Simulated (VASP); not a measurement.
Set up this calculation in VASP 6.6.1, as the native input.

```
Task                   : electric field gradients
Functional             : PBE
Potentials or basis    : VASP PAW PBE potentials, release 64 (Si)
Cutoff                 : 520 eV
k mesh                 : 16 × 16 × 11
Occupations            : fermi-dirac, width 0.08 eV
Spin                   : no spin polarisation
Dipole correction      : no
Further INCAR settings : ALGO = Normal; EDIFF = 1e-08; NBANDS = 11; ISYM = 0
```

The structure of Si lies in POSCAR:

```
Si
1.0
   -2.2510000000      2.3685000000      1.2750000000
    2.2510000000     -2.3685000000      1.2750000000
    2.2510000000      2.3685000000     -1.2750000000
Si
2
Direct
    0.8070000000      0.5570000000      0.2500000000
    0.1930000000      0.4430000000      0.7500000000
```

The input as run:

INCAR

```
SYSTEM = Si
PREC = Accurate
ENCUT = 520
EDIFF = 1E-8
ISMEAR = -1
SIGMA = 0.08
LREAL = .False.
LASPH = .True.
NELM = 60
ALGO = Normal
ISIF = 2
LWAVE = .False.
LCHARG = .False.
GGA = PE
LEFG = .True.
ISYM = 0
NBANDS = 11
```

KPOINTS

```
Automatic mesh
0
Gamma
  16 16 11
  0 0 0
```

Potentials or basis: VASP PAW PBE potentials, release 64 (Si).

Launch:

```bash
$ cat potpaw_PBE.64/Si/POTCAR > POTCAR
$ mpirun -np 1 vasp_std > vasp.out
```

It gave:

```yaml
Pressure: 15.7 GPa
Largest_force: 0.004 eV/Å
Band_gap_on_the_k_mesh: zero (bands 4 and 5 overlap by 7.50 eV)
Largest_electric_field_gradient_by_atom: Si -26.7 V/Å²
```

Caveat: the cell stands under pressure; without QUAD_EFG the Cq values of the log hold for a quadrupole moment of 1 mb, not for the nuclei.

Run time: 12 min on 1 thread of Oxide Virtual Turin-like Processor, on a shared host, peak memory 0.39 GiB.
